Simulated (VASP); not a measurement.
Wanted: the native input for a VASP 6.6.1 run.

```
Task                   : single point
Functional             : LDA
Potentials or basis    : VASP PAW LDA potentials, release 64 (Rb_sv)
Cutoff                 : 520 eV
k mesh                 : 9 × 9 × 3
Occupations            : fermi-dirac, width 0.1 eV
Spin                   : no spin polarisation
Dipole correction      : no
Further INCAR settings : ALGO = Normal; EDIFF = 1e-07; NBANDS = 26
```

The structure of Rb lies in POSCAR:

```
Rb
1.0
    4.5804537847      0.0000000000      0.0000000000
   -2.2902268923      3.9667893384      0.0000000000
    0.0000000000      0.0000000000     15.1267388176
Rb
4
Direct
    1.0000000000      0.0000000000      1.0000000000
    1.0000000000      0.0000000000      0.5000000000
    0.3333333333      0.6666666667      0.2500000000
    0.6666666667      0.3333333333      0.7500000000
```

This isn't the form of Rb at room conditions, which is bcc.

One way to write it, as run:

INCAR

```
SYSTEM = Rb
ALGO = Normal ; EDIFF = 1E-7
ENCUT = 520 ; ISIF = 2
ISMEAR = -1 ; LASPH = .TRUE.
LCHARG = .FALSE. ; LREAL = .FALSE.
LWAVE = .FALSE. ; NBANDS = 26
NELM = 60 ; PREC = Accurate
SIGMA = 0.1
```

KPOINTS

```
k-points
0
G
  9 9 3
  0 0 0
```

Potentials or basis: VASP PAW LDA potentials, release 64 (Rb_sv).

Command:

```bash
$ cat potpaw_LDA.64/Rb_sv/POTCAR > POTCAR
$ mpirun -np 1 vasp_std > vasp.out
```

It gave:

The pressure is 0.6 GPa. The band gap on the k mesh is zero (bands 18 and 19 overlap by 2.45 eV).

Run time: 4.9 min on 1 thread of Oxide Virtual Turin-like Processor, with other jobs on the host, peak memory 0.32 GiB.
